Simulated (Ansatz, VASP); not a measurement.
Two plane-wave programs on As

Contents of INCAR:

```
SYSTEM = As
ALGO = Normal
EDIFF = 1E-6
ENCUT = 520
GGA = PE
ISIF = 2
ISMEAR = 0
LASPH = .True.
LCHARG = .True.
LELF = .True.
LREAL = .False.
LVHAR = .True.
LWAVE = .False.
NBANDS = 12
NELM = 60
PREC = Accurate
SIGMA = 0.1
```

Contents of KPOINTS:

```
k-points
0
Gamma
  6 4 4
  0 0 0
```

POSCAR

```
As
1.0
    2.5736879700      0.0000000000      0.0000000000
    0.0000000000      4.2915144500      0.0000000000
    0.0000000000      0.0000000000      3.9255316800
As
2
Direct
    0.5000000000      0.0000000000      0.9679248300
    0.0000000000      0.5000000000      0.0320751700
```

Input for Ansatz:

```yaml
crystal:
  lattice:
    - [2.57368797, 0.0, 0.0]
    - [0.0, 4.29151445, 0.0]
    - [0.0, 0.0, 3.92553168]
  atoms:
    - { symbol: As, position: [0.5, 0.0, 0.96792483] }
    - { symbol: As, position: [0.0, 0.5, 0.03207517] }
basis:
  ecutwfc: 420
kpoints:
  mp_grid: { grid: [6, 4, 4] }
hamiltonian:
  xc: pbe
scf:
  occupations: { method: gaussian, width: 0.1 }
  lower_state_search: "off"
output:
  forces: true
  stress: true
  eigenvalues: true
```

Alike in both runs: task single point; functional PBE; k mesh 6 × 4 × 4; occupations gaussian, width 0.1 eV; no spin polarisation.

|  | VASP | Ansatz |
| --- | --- | --- |
| version | VASP 6.6.1 | Ansatz 0.2.0 |
| potentials or method | VASP PAW PBE potentials, release 64 (As), cutoff 520 eV | scalar-relativistic, plane waves, PAW |
| valence electrons in the cell | 10 | 30 |

```csv
,VASP,Ansatz,Ansatz less VASP
gap on the k mesh at the Fermi level (eV),none,none,-
pressure (GPa),20.2,19.7,-0.54
"traceless stress, the component that is largest in VASP (GPa)",-22.76,-22.21,+0.540
rms of the force components (eV/Å),0.163,0.157,-0.0059
```

Atom by atom the forces differ by 0.006 eV/Å (rms over components). A gap of «none» marks a metal or a gap that the smearing closes. With one functional, cell and mesh, what is left measures potentials, basis and numerics. VASP's potentials hold 10 valence electrons a cell and Ansatz's 30, so a difference there can come from the potentials and not from the codes.

The k mesh is coarse, so the values compare programs but aren't converged.
